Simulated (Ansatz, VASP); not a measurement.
**CdS in VASP and in Ansatz**

```
CELL_PARAMETERS angstrom
0.00000 2.75324 2.75324
2.75324 0.00000 2.75324
2.75324 2.75324 0.00000
ATOMIC_POSITIONS crystal
Cd 0.00000 0.00000 0.00000
S 0.50000 0.50000 0.50000
```

Alike in both runs: task single point; functional PBEsol; k mesh 8 × 8 × 8; occupations fermi-dirac, width 0.05 eV; no spin polarisation.

|  | VASP | Ansatz |
| --- | --- | --- |
| version | VASP 6.6.1 | Ansatz 0.2.0 |
| potentials or method | VASP PAW PBE potentials, release 64 (Cd, S), cutoff 520 eV | all-electron LAPW, scalar-relativistic |

|  | VASP | Ansatz | Ansatz less VASP |
| --- | --- | --- | --- |
| pressure (GPa) | -4.0 | -4.4 | -0.42 |

VASP's potentials were made for PBE, not for PBEsol. Ansatz ran all-electron here, and VASP with PAW potentials.
